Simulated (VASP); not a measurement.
Set up this calculation in VASP 6.6.1, as the native input.

| Item | Value |
| --- | --- |
| Task | single point |
| Functional | PBE |
| Potentials or basis | VASP PAW PBE potentials, release 64 (Ni, O) |
| Cutoff | 520 eV |
| k mesh | 10 × 10 × 10 |
| Occupations | gaussian, width 0.05 eV |
| Spin | collinear spin, ferromagnetic start |
| Starting moments | [1.91, 0.21] μB |
| Hubbard terms | Ni d U = 6.2 eV |
| Dipole correction | no |
| Further INCAR settings | ALGO = Normal; EDIFF = 1e-07; NBANDS = 19 |

The structure of NiO lies in POSCAR:

```
NiO
1.0
    1.5090321866      0.8712401392      2.4634136995
   -1.5090321866      0.8712401392      2.4634136995
    0.0000000000     -1.7424802783      2.4634136995
Ni O
1 1
Direct
    1.0000000000      0.0000000000      0.0000000000
    0.5000000000      0.5000000000      0.5000000000
```

One way to write it, as run:

INCAR

```
ALGO = Normal
EDIFF = 1E-7
ENCUT = 520
GGA = PE
ISIF = 2
ISMEAR = 0
ISPIN = 2
LASPH = True
LCHARG = False
LDAU = True
LDAUJ = 0 0
LDAUL = 2 -1
LDAUPRINT = 1
LDAUTYPE = 2
LDAUU = 6.2 0
LMAXMIX = 4
LORBIT = 11
LREAL = False
LWAVE = False
MAGMOM = 1.91 0.21
NBANDS = 19
NELM = 150
PREC = Accurate
SIGMA = 0.05
```

KPOINTS

```
k-points
0
Gamma
  10 10 10
```

Potentials or basis: VASP PAW PBE potentials, release 64 (Ni, O).

The run is started by

```sh
$ cat potpaw_PBE.64/Ni/POTCAR potpaw_PBE.64/O/POTCAR > POTCAR
$ mpirun -np 1 vasp_std > vasp.out
```

It gave:

The pressure is -8.2 GPa. The band gap on the k mesh is 2.36 eV, indirect (least direct gap 3.14 eV), the net moment is 2.00 μB per cell and the site moments are Ni +1.83; O +0.16 μB. The valence electrons inside the program's atomic spheres are Ni 8.88; O 5.00.

Caveat: a cell with one magnetic atom can't hold antiferromagnetic order, which such compounds often take.

Run time: 38 s on 1 thread of Intel(R) Xeon(R) Platinum 8488C (Sapphire Rapids) (shared host), peak memory 0.19 GiB.
